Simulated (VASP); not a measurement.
Wanted: the native input for a VASP 6.6.1 run.

```yaml
Task: single point
Functional: PBE
Potentials_or_basis: VASP PAW PBE potentials, release 64 (Pt)
Cutoff: 520 eV
k_mesh: 12 × 12 × 6
Occupations: fermi-dirac, width 0.03 eV
Spin: collinear spin
Starting_moments: "[0.5, 0.5] μB"
Fixed_moment: 1 μB
Dipole_correction: no
Further_INCAR_settings: ALGO = Normal; EDIFF = 1e-07; NBANDS = 21
```

The structure of Pt lies in POSCAR:

```
Pt
1.0
    2.7606656158      0.0000000000      0.0000000000
   -1.3803328079      2.3908065546      0.0000000000
    0.0000000000      0.0000000000      4.7921340000
Pt
2
Direct
    0.6666666667      0.3333333333      0.7500000000
    0.3333333333      0.6666666667      0.2500000000
```

This isn't the form of Pt at room conditions, which is fcc.

One way to write it, as run:

INCAR

```
PREC = Accurate ; ENCUT = 520
EDIFF = 1E-7 ; ISMEAR = -1
SIGMA = 0.03 ; LREAL = F
LASPH = T ; NELM = 150
ALGO = Normal ; ISIF = 2
LWAVE = F ; LCHARG = T
ISPIN = 2 ; MAGMOM = 0.5 0.5
LORBIT = 11 ; NUPDOWN = 1.0
LMAXMIX = 4 ; GGA = PE
LELF = T ; LVHAR = T
NBANDS = 21
```

KPOINTS

```
regular mesh
0
Gamma
  12 12 6
```

Potentials or basis: VASP PAW PBE potentials, release 64 (Pt).

Command:

```console
$ cat potpaw_PBE.64/Pt/POTCAR > POTCAR
$ mpirun -np 1 vasp_std > vasp.out
```

It gave:

```json
{
 "Pressure": "-0.2 GPa",
 "Net moment": "1.00 μB per cell",
 "Site moments": "Pt +0.50 μB",
 "Valence electrons inside the program's atomic spheres": "Pt 9.19"
}
```

Caveat: the total moment is fixed, so each spin has its own Fermi level and the state may be an excited one.

Run time: 44 s on 1 thread of Intel(R) Xeon(R) Platinum 8488C (Sapphire Rapids) (shared host), peak memory 0.22 GiB.
